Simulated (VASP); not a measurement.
# Ti3Zn (R-3m) in VASP: a series of runs, part 2 of 3

VASP 6.6.1.

## Step 3: Single point, LDA (15.74 Å³/atom)

This run uses another cell than the first one, of 15.74 Å³/atom.

File INCAR:

```
SYSTEM = Ti3Zn
PREC = Accurate ; ENCUT = 520
EDIFF = 1E-6 ; ISMEAR = 0
SIGMA = 0.15 ; LREAL = .FALSE.
LASPH = .TRUE. ; NELM = 60
ALGO = Fast ; ISIF = 2
LWAVE = .FALSE. ; LCHARG = .TRUE.
GGA = CA ; LELF = .TRUE.
LVHAR = .TRUE. ; NBANDS = 32
```

File KPOINTS:

```
regular mesh
0
G
  12 12 12
  0 0 0
```

File POSCAR:

```
Ti3Zn
1.0
    3.9809149900      0.1078016545      0.1078016545
    0.1078016545      3.9809149900      0.1078016545
    0.1078016545      0.1078016545      3.9809149900
Ti Zn
3 1
Direct
    0.0000000000      0.5000000000      0.5000000000
    0.5000000000      0.0000000000      0.5000000000
    0.5000000000      0.5000000000      0.0000000000
    0.0000000000      0.0000000000      0.0000000000
```

Potentials or basis: VASP PAW LDA potentials, release 64 (Ti_sv, Zn).

Run with:

```console
> cat potpaw_LDA.64/Ti_sv/POTCAR potpaw_LDA.64/Zn/POTCAR > POTCAR
> mpirun -np 1 vasp_std > vasp.out
```

OUTCAR:

```text
SYSTEM = Ti3Zn
   PREC = Accurate
   ENCUT = 520
   EDIFF = 1E-6
   ISMEAR = 0
   LREAL = .FALSE.
   LASPH = .TRUE.
   NELM = 60
   ISIF = 2
   GGA = CA

 ion  position               nearest neighbor table
   1  0.000  0.500  0.500-   3 2.74   4 2.74   2 2.74   4 2.74   2 2.74   3 2.74   2 2.89   4 2.89
                             3 2.89   4 2.89   3 2.89   2 2.89
   2  0.500  0.000  0.500-   3 2.74   4 2.74   1 2.74   3 2.74   1 2.74   4 2.74   1 2.89   3 2.89
                             3 2.89   4 2.89   4 2.89   1 2.89
   3  0.500  0.500  0.000-   1 2.74   2 2.74   2 2.74   4 2.74   1 2.74   4 2.74   1 2.89   2 2.89
                             2 2.89   4 2.89   1 2.89   4 2.89
   4  0.000  0.000  0.000-   1 2.74   2 2.74   1 2.74   3 2.74   2 2.74   3 2.74   1 2.89   1 2.89
                             2 2.89   3 2.89   2 2.89   3 2.89

  LATTYP: Found a trigonal (rhomboedric) cell.
 ALAT       =     3.9838331480
 COS(alpha) =     0.0548121522

  Lattice vectors:

 A1 = (   3.9809149900,   0.1078016545,   0.1078016545)
 A2 = (   0.1078016545,   3.9809149900,   0.1078016545)
 A3 = (   0.1078016545,   0.1078016545,   3.9809149900)

Analysis of symmetry for initial positions (statically):
=====================================================================
 Subroutine PRICEL returns:
 Original cell was already a primitive cell.

 Routine SETGRP: Setting up the symmetry group for a
 trigonal (rhombohedral) supercell.

 Subroutine GETGRP returns: Found 12 space group operations
 (whereof 12 operations were pure point group operations)
 out of a pool of 12 trial point group operations.

The static configuration has the point symmetry D_3d.

Analysis of symmetry for dynamics (positions and initial velocities):
=====================================================================
 Subroutine PRICEL returns:
 Original cell was already a primitive cell.

 Routine SETGRP: Setting up the symmetry group for a
 trigonal (rhombohedral) supercell.

 Subroutine GETGRP returns: Found 12 space group operations
 (whereof 12 operations were pure point group operations)
 out of a pool of 12 trial point group operations.

The dynamic configuration has the point symmetry D_3d.

 Subroutine INISYM returns: Found 12 space group operations
 (whereof 12 operations are pure point group operations),
 and found     1 'primitive' translations

----------------------------------------------------------------------------------------

                                     Primitive cell

  volume of cell :      62.9520

  direct lattice vectors                    reciprocal lattice vectors
     3.980914990  0.107801654  0.107801654     0.251557742 -0.006632482 -0.006632482
     0.107801654  3.980914990  0.107801654    -0.006632482  0.251557742 -0.006632482
     0.107801654  0.107801654  3.980914990    -0.006632482 -0.006632482  0.251557742

  length of vectors
     3.983833148  3.983833148  3.983833148     0.251732551  0.251732551  0.251732551

  position of ions in fractional coordinates (direct lattice)
     0.000000000  0.500000000  0.500000000
     0.500000000  0.000000000  0.500000000
     0.500000000  0.500000000  0.000000000
     0.000000000  0.000000000  0.000000000

  ion indices of the primitive-cell ions
   primitive index   ion index
                 1           1
                 2           2
                 3           3
                 4           4

[... 31 lines left out ...]
  0.250000  0.000000  0.000000      6.000000
  0.333333  0.000000  0.000000      6.000000
  0.416667  0.000000  0.000000      6.000000
[... 16 lines left out ...]
  0.500000  0.166667  0.000000     12.000000
 -0.416667  0.166667 -0.000000     12.000000
 [... further k-points ...]
   k-points           NKPTS =    189   k-points in BZ     NKDIM =    189   number of bands    NBANDS=     32
   number of dos      NEDOS =    301   number of ions     NIONS =      4
   total plane-waves  NPLWV =  27000
   dimension x,y,z NGX =    30 NGY =   30 NGZ =   30
   dimension x,y,z NGXF=    60 NGYF=   60 NGZF=   60
   ions per type =               3   1
   NGX,Y,Z   is equivalent  to a cutoff of  12.52, 12.52, 12.52 a.u.
   NGXF,Y,Z  is equivalent  to a cutoff of  25.04, 25.04, 25.04 a.u.
 SYSTEM =  Ti3Zn
   PREC   = accura    normal or accurate (medium, high low for compatibility)
   ISTART =      0    job   : 0-new  1-cont  2-samecut
   ICHARG =      2    charge: 1-file 2-atom 10-const
   ISPIN  =      1    spin polarized calculation?
   LNONCOLLINEAR =      F non collinear calculations
   LSORBIT =      F    spin-orbit coupling
   LASPH  =      T    aspherical Exc in radial PAW
   ENCUT  =  520.0 eV  38.22 Ry    6.18 a.u.   7.41  7.41  7.41*2*pi/ulx,y,z
   NELM   =     60;   NELMIN=  2; NELMDL= -5     # of ELM steps
   EDIFF  = 0.1E-05   stopping-criterion for ELM
   LREAL  =      F    real-space projection
   EDIFFG = 0.1E-04   stopping-criterion for IOM
   NSW    =      0    number of steps for IOM
   IBRION =     -1    ionic relax: 0-MD 1-quasi-New 2-CG
   NFREE  =      0    steps in history (QN), initial steepest desc. (CG)
   ISIF   =      2    stress and relaxation
   ISYM   =      2    0-nonsym 1-usesym 2-fastsym
   POTIM  = 0.5000    time-step for ionic-motion
   TEBEG  =    0.0;   TEEND  =   0.0 temperature during run
   PSTRESS=    0.0 pullay stress
   NELECT =      48.0000    total number of electrons
   NUPDOWN=      -1.0000    fix difference up-down
   EMIN   =  10.00;   EMAX   =-10.00  energy-range for DOS
   EFERMI =   0.00;   METHOD = LEGACY
   ISMEAR =     0;   SIGMA  =   0.15  broadening in eV -4-tet -1-fermi 0-gaus
   EFERMI_NEDOS =   21; number of points for ismear=-14 and -15
   IALGO  =     68    algorithm
   IMIX   =      4    mixing-type and parameters
     AMIX     =   0.40;   BMIX     =  1.00
     AMIX_MAG =   1.60;   BMIX_MAG =  1.00
  volume/ion in A,a.u.               =      15.74       106.21
  Fermi-wavevector in a.u.,A,eV,Ry     =   1.495611  2.826296 30.434234  2.236853
  Thomas-Fermi vector in A             =   2.607734
   LORBIT       =      0    0 simple, 1 ext, 2 COOP (PROOUT), +10 PAW based schemes
   GGA     = CA    functional components
   LHFCALC =     F    Hartree Fock is set to
   AEXX    =    0.0000 exact exchange contribution
   IVDW    =     0    specifies the selected vdW correction
   LEPSILON=     F    determine dielectric tensor
   LRPA    =     F    only Hartree local field effects (RPA)
 non-spin polarized calculation
 RMM-DIIS sequential band-by-band and
 Gauss-broadening in eV      SIGMA  =   0.15
  energy-cutoff  :      520.00
  volume of cell :       62.95
 maximum number of plane-waves:      1716
 NGX is ok and might be reduce to    30
   NGX = 15   NGY = 15   NGZ = 15

 number of electron      47.9999978 magnetization

 Free energy of the ion-electron system (eV)
  ---------------------------------------------------
  ext. energy  EPLUGINS =         0.00000000
  ---------------------------------------------------
  free energy    TOTEN  =       -27.98004161 eV

  energy without entropy =      -27.93059562  energy(sigma->0) =      -27.95531861

 E-fermi :   7.2704     XC(G=0): -12.1361

 val. band max:        7.2653434037   @ k =  -0.3333  -0.3333   0.1667
 cond. band min:       7.2748669957   @ k =  -0.0833   0.4167   0.0833
 fundamental gap:      0.0095235919
 Fermi energy:         7.2703627950

 k-point     1 :       0.0000    0.0000    0.0000
  band No.  band energies     occupation
      1     -48.6316      2.00000
      2     -48.4361      2.00000
      3     -48.4361      2.00000
      4     -25.5965      2.00000
      5     -25.4492      2.00000
      6     -25.4492      2.00000
[... 829 lines left out ...]
     31       9.6743      0.00000
     32      10.0665      0.00000

 [... further k-points ...]

------------------------ aborting loop because EDIFF is reached ----------------------------------------

  FORCE on cell =-STRESS in cart. coord.  units (eV):
  Direction    XX          YY          ZZ          XY          YZ          ZX
  --------------------------------------------------------------------------------------
  -------------------------------------------------------------------------------------
  Total       -2.0778288     -2.0778288     -2.0778288     -1.5345386     -1.5345386     -1.5345386
  in kB      -52.8823573    -52.8823573    -52.8823573    -39.0552006    -39.0552006    -39.0552006
  external PRESSURE =     -52.8823573 kB  Pullay stress =       0.0000000 kB

 VOLUME and BASIS-vectors are now :
 -----------------------------------------------------------------------------
  energy-cutoff  :      520.00
  volume of cell :       62.95
      direct lattice vectors                 reciprocal lattice vectors
     3.980914990  0.107801654  0.107801654     0.251557742 -0.006632482 -0.006632482
     0.107801654  3.980914990  0.107801654    -0.006632482  0.251557742 -0.006632482
     0.107801654  0.107801654  3.980914990    -0.006632482 -0.006632482  0.251557742

 POSITION                                       TOTAL-FORCE (eV/Angst)
 -----------------------------------------------------------------------------------
      0.10780      2.04436      2.04436        -0.000000     -0.000000     -0.000000
      2.04436      0.10780      2.04436         0.000000      0.000000      0.000000
      2.04436      2.04436      0.10780         0.000000     -0.000000      0.000000
      0.00000      0.00000      0.00000         0.000000     -0.000000      0.000000
 -----------------------------------------------------------------------------------
    total drift:                                0.000000      0.000000     -0.000000

  FREE ENERGIE OF THE ION-ELECTRON SYSTEM (eV)
  ---------------------------------------------------
  free  energy   TOTEN  =       -27.9800416064 eV

  energy  without entropy=      -27.9305956228  energy(sigma->0) =      -27.95531861
```

stdout:

```text
POSCAR found type information on POSCAR TiZn
 POSCAR found :  2 types and       4 ions
 scaLAPACK will be used
 LDA part: xc-table for (Slater(with rela. corr.)+CA(PZ))
 , standard interpolation
 POSCAR, INCAR and KPOINTS ok, starting setup
 FFT: planning ... GRIDC
 FFT: planning ... GRID_SOFT
 FFT: planning ... GRID
 WAVECAR not read
 entering main loop
WARNING in EDDRMM: call to ZHEGV failed, returncode =   8  4      7
WARNING in EDDRMM: call to ZHEGV failed, returncode =   8  4     12
WARNING in EDDRMM: call to ZHEGV failed, returncode =   6  3      5
WARNING in EDDRMM: call to ZHEGV failed, returncode =   6  3      7
WARNING in EDDRMM: call to ZHEGV failed, returncode =   8  4     12
WARNING in EDDRMM: call to ZHEGV failed, returncode =   6  3      9
WARNING in EDDRMM: call to ZHEGV failed, returncode =   8  4     18
WARNING in EDDRMM: call to ZHEGV failed, returncode =   6  3     19
WARNING in EDDRMM: call to ZHEGV failed, returncode =   6  3     20
WARNING in EDDRMM: call to ZHEGV failed, returncode =   6  3      6
WARNING in EDDRMM: call to ZHEGV failed, returncode =   6  3      7
WARNING in EDDRMM: call to ZHEGV failed, returncode =   8  4      9
WARNING in EDDRMM: call to ZHEGV failed, returncode =   8  4     27
WARNING in EDDRMM: call to ZHEGV failed, returncode =   8  4     19
WARNING in EDDRMM: call to ZHEGV failed, returncode =   6  3     10
WARNING in EDDRMM: call to ZHEGV failed, returncode =   6  3     19
WARNING in EDDRMM: call to ZHEGV failed, returncode =   8  4     13
WARNING in EDDRMM: call to ZHEGV failed, returncode =   6  3     19
WARNING in EDDRMM: call to ZHEGV failed, returncode =   6  3     21
```

Wall time 7.6 min (1 thread of Intel Xeon 6975P-C (Granite Rapids), shared host); peak memory 0.4 GiB.

What came out:

* Free energy: -27.9800 eV
* Pressure: -5.3 GPa
* Band gap on the k mesh: zero (bands 24 and 25 overlap by 0.52 eV)

Levels at points of the mesh, in eV from the Fermi level:
| k point | band 20 | band 21 | band 22 | band 23 | band 24 | band 25 | band 26 | band 27 | band 28 | band 29 |
| --- | --- | --- | --- | --- | --- | --- | --- | --- | --- | --- |
| (0.00, 0.00, 0.00) | -1.24 | -1.08 | -1.08 | -0.88 | -0.88 | 1.68 | 2.05 | 2.05 | 2.20 | 2.35 |
| (0.50, 0.00, 0.00) | -1.92 | -1.05 | -0.78 | -0.71 | 0.21 | 0.73 | 0.73 | 1.13 | 1.52 | 1.76 |
| (0.50, 0.50, 0.00) | -2.53 | -1.24 | -1.15 | -0.43 | -0.17 | 0.06 | 0.87 | 0.96 | 1.47 | 1.77 |
| (0.50, 0.50, 0.50) | -1.52 | -1.52 | -0.73 | -0.05 | -0.05 | 0.52 | 0.52 | 1.18 | 1.31 | 1.54 |

Caveat: the cell stands under tension.

## Step 4: Single point, LDA (13.75 Å³/atom)

This run uses another cell than the first one, of 13.75 Å³/atom.

File INCAR:

```
SYSTEM = Ti3Zn
ALGO     = Fast           ! electronic algorithm
EDIFF    = 1E-6           ! SCF threshold, eV
ENCUT    = 520            ! plane-wave cutoff, eV
ISIF     = 2              ! what is computed and relaxed
ISMEAR   = 0              ! smearing method
LASPH    = .True.         ! aspherical terms in the spheres
LCHARG   = .False.        ! write CHGCAR
LREAL    = .False.        ! projectors in reciprocal space
LWAVE    = .False.        ! write WAVECAR
NBANDS   = 32             ! bands
NELM     = 100            ! most SCF steps
PREC     = Accurate       ! precision mode
SIGMA    = 0.15           ! smearing width, eV
```

File KPOINTS:

```
k-points
0
Gamma
  12 12 12
  0 0 0
```

File POSCAR:

```
Ti3Zn
1.0
    3.8037814455     -0.0670951951     -0.0670951951
   -0.0670951951      3.8037814455     -0.0670951951
   -0.0670951951     -0.0670951951      3.8037814455
Ti Zn
3 1
Direct
    0.0000000000      0.5000000000      0.5000000000
    0.5000000000      0.0000000000      0.5000000000
    0.5000000000      0.5000000000      0.0000000000
    0.0000000000      0.0000000000      0.0000000000
```

Run with:

```console
> cat potpaw_LDA.64/Ti_sv/POTCAR potpaw_LDA.64/Zn/POTCAR > POTCAR
> mpirun -np 1 vasp_std > vasp.out
```

Wall time 5.9 min (1 thread of Intel Xeon 6975P-C (Granite Rapids), shared host); peak memory 0.36 GiB.

The run converged. Its results:

- Free energy: -27.9142 eV
- Pressure: 13.3 GPa
- Band gap on the k mesh: zero (bands 24 and 25 overlap by 0.45 eV)

Stress tensor (GPa, compression positive):
```
13.26  2.96  2.96
 2.96 13.26  2.96
 2.96  2.96 13.26
```

Levels at points of the mesh, in eV from the Fermi level:
| k point | band 21 | band 22 | band 23 | band 24 | band 25 | band 26 | band 27 | band 28 |
| --- | --- | --- | --- | --- | --- | --- | --- | --- |
| (0.00, 0.00, 0.00) | -1.30 | -1.20 | -1.20 | -1.01 | 2.36 | 2.36 | 2.49 | 2.58 |
| (0.50, 0.00, 0.00) | -1.19 | -0.97 | -0.88 | 0.28 | 0.89 | 0.92 | 1.34 | 1.80 |
| (0.50, 0.50, 0.00) | -1.41 | -1.08 | -0.35 | -0.33 | -0.06 | 1.07 | 1.11 | 1.80 |
| (0.50, 0.50, 0.50) | -1.60 | -0.24 | -0.24 | 0.15 | 0.51 | 0.98 | 0.98 | 1.87 |

Caveat: the cell stands under pressure.

(Continued in part 3 of 3.)
